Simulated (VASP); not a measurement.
# TiAl3 (P1) in VASP: single point with PBE

Aim: the single point of TiAl3 with PBE.

All numbers are computed with VASP 6.6.1; they aren't measurements. Logs are shortened: lines on timing, memory, paths and dates and some standing lists are left out, and cuts for length are marked.

### Step 1. The cell of the first run

The typed cell holds 4 atoms: a = 2.756 Å, b = 4.795 Å, c = 4.933 Å, α = 90.33°, β = 88.37°, γ = 92.26°.

### Step 2. Single point, PBE (atoms moved at random and the cell strained at random)

INCAR reads:

```
SYSTEM = TiAl3
ALGO = Normal
EDIFF = 1E-6
ENCUT = 520
GGA = PE
ISIF = 2
ISMEAR = 0
LASPH = .True.
LCHARG = .False.
LREAL = .False.
LWAVE = .False.
NBANDS = 18
NELM = 100
PREC = Accurate
SIGMA = 0.1
```

KPOINTS reads:

```
k-points
0
Gamma
  14 8 8
  0 0 0
```

POSCAR reads:

```
TiAl3
1.0
    2.7552817996     -0.0557996530      0.0397554780
   -0.0919868376      4.7937079613     -0.0129202886
    0.0686103880     -0.0135260479      4.9328418601
Ti Al
1 3
Direct
    0.0286335383      0.4796742931      0.1663220610
    0.4852694514      0.5216458632      0.6736700310
    0.4749971564     -0.0032875736      0.3179221303
    0.0111033755      0.0019674173      0.8420847777
```

Potentials or basis: VASP PAW PBE potentials, release 64 (Ti_sv, Al).

Launch:

```bash
> cat potpaw_PBE.64/Ti_sv/POTCAR potpaw_PBE.64/Al/POTCAR > POTCAR
> mpirun -np 1 vasp_std > vasp.out
```

OUTCAR:

```text
SYSTEM = TiAl3
   EDIFF = 1E-6
   ENCUT = 520
   GGA = PE
   ISIF = 2
   ISMEAR = 0
   LASPH = .True.
   LREAL = .False.
   NELM = 100
   PREC = Accurate

 ion  position               nearest neighbor table
   1  0.029  0.480  0.166-   2 2.71   3 2.78   4 2.79   3 2.82   3 2.83   2 2.84   2 2.89   2 2.90
                             4 2.98   3 3.04
   2  0.485  0.522  0.674-   1 2.71   4 2.80   4 2.81   1 2.84   4 2.88   3 2.88   1 2.89   1 2.90
                             3 3.06   4 3.06
   3  0.475  0.997  0.318-   4 2.71   4 2.74   1 2.78   1 2.82   1 2.83   4 2.85   2 2.88   4 3.01
                             1 3.04   2 3.06
   4  0.011  0.002  0.842-   3 2.71   3 2.74   1 2.79   2 2.80   2 2.81   3 2.85   2 2.88   1 2.98
                             3 3.01   2 3.06

  LATTYP: Found a triclinic cell.
 ALAT       =     2.7561335045
 B/A-ratio  =     1.7396137931
 C/A-ratio  =     1.7899486796
 COS(alpha) =     0.0057025548
 COS(beta)  =     0.0283816269
 COS(gamma) =     0.0394602460

  Lattice vectors:

 A1 = (  -2.7552817996,   0.0557996530,  -0.0397554780)
 A2 = (  -0.0919868376,   4.7937079613,  -0.0129202886)
 A3 = (  -0.0686103880,   0.0135260479,  -4.9328418601)

Analysis of symmetry for initial positions (statically):
=====================================================================
 Subroutine PRICEL returns:
 Original cell was already a primitive cell.

 Routine SETGRP: Setting up the symmetry group for a
 triclinic supercell.

 Subroutine GETGRP returns: Found  1 space group operations
 (whereof  1 operations were pure point group operations)
 out of a pool of  2 trial point group operations.

The static configuration has the point symmetry C_1 .

Analysis of symmetry for dynamics (positions and initial velocities):
=====================================================================
 Subroutine PRICEL returns:
 Original cell was already a primitive cell.

 Routine SETGRP: Setting up the symmetry group for a
 triclinic supercell.

 Subroutine GETGRP returns: Found  1 space group operations
 (whereof  1 operations were pure point group operations)
 out of a pool of  2 trial point group operations.

The dynamic configuration has the point symmetry C_1 .

 Subroutine INISYM returns: Found  1 space group operations
 (whereof  1 operations are pure point group operations),
 and found     1 'primitive' translations

----------------------------------------------------------------------------------------

                                     Primitive cell

  volume of cell :      65.1143

  direct lattice vectors                    reciprocal lattice vectors
     2.755281800 -0.055799653  0.039755478     0.363152740  0.006955004 -0.005031983
    -0.091986838  4.793707961 -0.012920289     0.004218938  0.208689125  0.000513553
     0.068610388 -0.013526048  4.932841860    -0.002915723  0.000490554  0.202764798

  length of vectors
     2.756133504  4.794607860  4.933337527     0.363254189  0.208732399  0.202786354

  position of ions in fractional coordinates (direct lattice)
     0.028633538  0.479674293  0.166322061
     0.485269451  0.521645863  0.673670031
     0.474997156  0.996712426  0.317922130
     0.011103375  0.001967417  0.842084778

  ion indices of the primitive-cell ions
   primitive index   ion index
                 1           1
                 2           2
                 3           3
                 4           4

----------------------------------------------------------------------------------------

 KPOINTS: k-points

Automatic generation of k-mesh.
 Grid dimensions read from file:
 generate k-points for:   14    8    8

 Generating k-lattice:

  Cartesian coordinates                     Fractional coordinates (reciprocal lattice)
     0.025939481  0.000496786 -0.000359427     0.071428571  0.000000000 -0.000000000
     0.000527367  0.026086141  0.000064194     0.000000000  0.125000000  0.000000000
    -0.000364465  0.000061319  0.025345600     0.000000000 -0.000000000  0.125000000

  Length of vectors
     0.025946728  0.026091550  0.025348294

  Shift w.r.t. Gamma in fractional coordinates (k-lattice)
     0.000000000  0.000000000  0.000000000

 Subroutine IBZKPT returns following result:
 ===========================================

 Found    452 irreducible k-points:

 Following reciprocal coordinates:
            Coordinates               Weight
  0.000000  0.000000  0.000000      1.000000
  0.071429 -0.000000 -0.000000      2.000000
  0.142857 -0.000000  0.000000      2.000000
  0.214286 -0.000000  0.000000      2.000000
  0.285714 -0.000000  0.000000      2.000000
  0.357143 -0.000000  0.000000      2.000000
[... 16 lines left out ...]
  0.000000  0.250000  0.000000      2.000000
  0.071429  0.250000  0.000000      2.000000
 [... further k-points ...]
   k-points           NKPTS =    452   k-points in BZ     NKDIM =    452   number of bands    NBANDS=     18
   number of dos      NEDOS =    301   number of ions     NIONS =      4
   total plane-waves  NPLWV =  28800
   dimension x,y,z NGX =    20 NGY =   36 NGZ =   40
   dimension x,y,z NGXF=    40 NGYF=   72 NGZF=   80
   ions per type =               1   3
   NGX,Y,Z   is equivalent  to a cutoff of  12.06, 12.48, 13.48 a.u.
   NGXF,Y,Z  is equivalent  to a cutoff of  24.13, 24.96, 26.96 a.u.
 SYSTEM =  TiAl3
   PREC   = accura    normal or accurate (medium, high low for compatibility)
   ISTART =      0    job   : 0-new  1-cont  2-samecut
   ICHARG =      2    charge: 1-file 2-atom 10-const
   ISPIN  =      1    spin polarized calculation?
   LNONCOLLINEAR =      F non collinear calculations
   LSORBIT =      F    spin-orbit coupling
   LASPH  =      T    aspherical Exc in radial PAW
   ENCUT  =  520.0 eV  38.22 Ry    6.18 a.u.   5.12  8.91  9.17*2*pi/ulx,y,z
   NELM   =    100;   NELMIN=  2; NELMDL= -5     # of ELM steps
   EDIFF  = 0.1E-05   stopping-criterion for ELM
   LREAL  =      F    real-space projection
   EDIFFG = 0.1E-04   stopping-criterion for IOM
   NSW    =      0    number of steps for IOM
   IBRION =     -1    ionic relax: 0-MD 1-quasi-New 2-CG
   NFREE  =      0    steps in history (QN), initial steepest desc. (CG)
   ISIF   =      2    stress and relaxation
   ISYM   =      2    0-nonsym 1-usesym 2-fastsym
   POTIM  = 0.5000    time-step for ionic-motion
   TEBEG  =    0.0;   TEEND  =   0.0 temperature during run
   PSTRESS=    0.0 pullay stress
   NELECT =      21.0000    total number of electrons
   NUPDOWN=      -1.0000    fix difference up-down
   EMIN   =  10.00;   EMAX   =-10.00  energy-range for DOS
   EFERMI =   0.00;   METHOD = LEGACY
   ISMEAR =     0;   SIGMA  =   0.10  broadening in eV -4-tet -1-fermi 0-gaus
   EFERMI_NEDOS =   21; number of points for ismear=-14 and -15
   IALGO  =     38    algorithm
   IMIX   =      4    mixing-type and parameters
     AMIX     =   0.40;   BMIX     =  1.00
     AMIX_MAG =   1.60;   BMIX_MAG =  1.00
  volume/ion in A,a.u.               =      16.28       109.85
  Fermi-wavevector in a.u.,A,eV,Ry     =   1.122680  2.121557 17.148914  1.260410
  Thomas-Fermi vector in A             =   2.259341
   LORBIT       =      0    0 simple, 1 ext, 2 COOP (PROOUT), +10 PAW based schemes
   GGA     = PE    functional components
   LHFCALC =     F    Hartree Fock is set to
   AEXX    =    0.0000 exact exchange contribution
   IVDW    =     0    specifies the selected vdW correction
   LEPSILON=     F    determine dielectric tensor
   LRPA    =     F    only Hartree local field effects (RPA)
 non-spin polarized calculation
 Gauss-broadening in eV      SIGMA  =   0.10
  energy-cutoff  :      520.00
  volume of cell :       65.11
 maximum number of plane-waves:      1774
   NGX = 11   NGY = 17   NGZ = 19

 number of electron      21.0000004 magnetization

 Free energy of the ion-electron system (eV)
  ---------------------------------------------------
  ext. energy  EPLUGINS =         0.00000000
  ---------------------------------------------------
  free energy    TOTEN  =       -19.88450881 eV

  energy without entropy =      -19.87250045  energy(sigma->0) =      -19.87850463

 E-fermi :   8.0319     XC(G=0): -10.6251

 val. band max:        8.0203605246   @ k =   0.5000   0.5000   0.0000
 cond. band min:       8.0338461506   @ k =   0.1429  -0.0000   0.5000
 fundamental gap:      0.0134856259
 Fermi energy:         8.0319444913

 k-point     1 :       0.0000    0.0000    0.0000
  band No.  band energies     occupation
      1     -48.4254      2.00000
      2     -24.7640      2.00000
      3     -24.7399      2.00000
      4     -24.3154      2.00000
      5      -2.0848      2.00000
      6       2.6806      2.00000
[... 10 lines left out ...]
     17      13.9004      0.00000
     18      13.9532      0.00000

 k-point     2 :       0.0714   -0.0000   -0.0000
  band No.  band energies     occupation
      1     -48.4217      2.00000
      2     -24.7605      2.00000
      3     -24.7365      2.00000
      4     -24.3444      2.00000
      5      -1.9833      2.00000
      6       2.7712      2.00000
[... 10 lines left out ...]
     17      13.7832      0.00000
     18      13.9508      0.00000

 k-point     3 :       0.1429   -0.0000    0.0000
  band No.  band energies     occupation
      1     -48.4115      2.00000
      2     -24.7509      2.00000
      3     -24.7270      2.00000
      4     -24.4252      2.00000
      5      -1.6804      2.00000
      6       3.0412      2.00000
[... 10 lines left out ...]
     17      12.6469      0.00000
     18      13.9710      0.00000

 k-point     4 :       0.2143   -0.0000    0.0000
  band No.  band energies     occupation
      1     -48.3966      2.00000
      2     -24.7369      2.00000
      3     -24.7131      2.00000
      4     -24.5406      2.00000
      5      -1.1796      2.00000
      6       3.4840      2.00000
[... 375 lines left out ...]
      4     -24.3444      2.00000
      5      -1.8934      2.00000
      6       2.4789      2.00000
[... 10 lines left out ...]
     17      14.0641      0.00000
     18      14.3378      0.00000

 k-point    23 :       0.0000    0.2500    0.0000
  band No.  band energies     occupation
      1     -48.4254      2.00000
      2     -24.7644      2.00000
      3     -24.7408      2.00000
      4     -24.3154      2.00000
      5      -1.7008      2.00000
      6       1.5316      2.00000
[... 10 lines left out ...]
     17      14.8668      0.00000
     18      15.5348      0.00000

 k-point    24 :       0.0714    0.2500    0.0000
  band No.  band energies     occupation
      1     -48.4217      2.00000
      2     -24.7610      2.00000
      3     -24.7374      2.00000
      4     -24.3444      2.00000
      5      -1.5865      2.00000
      6       1.5893      2.00000
[... 10 lines left out ...]
     17      14.4400      0.00000
     18      15.1727      0.00000

 [... further k-points ...]

------------------------ aborting loop because EDIFF is reached ----------------------------------------

  FORCE on cell =-STRESS in cart. coord.  units (eV):
  Direction    XX          YY          ZZ          XY          YZ          ZX
  --------------------------------------------------------------------------------------
  -------------------------------------------------------------------------------------
  Total        1.3235210     -0.3343985      0.5062268      0.8327510      0.3509168     -0.6928030
  in kB       32.5660572     -8.2280827     12.4560260     20.4903555      8.6345271    -17.0468477
  external PRESSURE =      12.2646668 kB  Pullay stress =       0.0000000 kB

 VOLUME and BASIS-vectors are now :
 -----------------------------------------------------------------------------
  energy-cutoff  :      520.00
  volume of cell :       65.11
      direct lattice vectors                 reciprocal lattice vectors
     2.755281800 -0.055799653  0.039755478     0.363152740  0.006955004 -0.005031983
    -0.091986838  4.793707961 -0.012920289     0.004218938  0.208689125  0.000513553
     0.068610388 -0.013526048  4.932841860    -0.002915723  0.000490554  0.202764798

 POSITION                                       TOTAL-FORCE (eV/Angst)
 -----------------------------------------------------------------------------------
      0.04618      2.29557      0.81538        -0.564184      0.444949      0.123802
      1.33529      2.46443      3.33566         0.355998     -0.295746     -0.408125
      1.23888      4.74714      1.57427         0.354957     -0.220499      0.597935
      0.08819     -0.00258      4.15429        -0.146772      0.071295     -0.313612
 -----------------------------------------------------------------------------------
    total drift:                               -0.000302     -0.000168     -0.000223

  FREE ENERGIE OF THE ION-ELECTRON SYSTEM (eV)
  ---------------------------------------------------
  free  energy   TOTEN  =       -19.8845088071 eV

  energy  without entropy=      -19.8725004496  energy(sigma->0) =      -19.87850463
```

It took 5.1 min on 1 thread of Intel Xeon Platinum 8488C (Sapphire Rapids), shared host; peak memory 0.56 GiB.

What came out:

| Property | Result |
| --- | --- |
| Free energy | -19.8845 eV |
| Pressure | 1.2 GPa |
| Largest force | 0.729 eV/Å |

Forces in eV/Å, atoms in the order of the input:
```
Ti  -0.564  0.445  0.124
Al   0.356 -0.296 -0.408
Al   0.355 -0.220  0.598
Al  -0.147  0.071 -0.314
```

Stress tensor (GPa, compression positive):
```
 3.26  2.05 -1.70
 2.05 -0.82  0.86
-1.70  0.86  1.25
```

Caveat: the cell differs from its parent crystal (atoms moved at random and the cell strained at random).
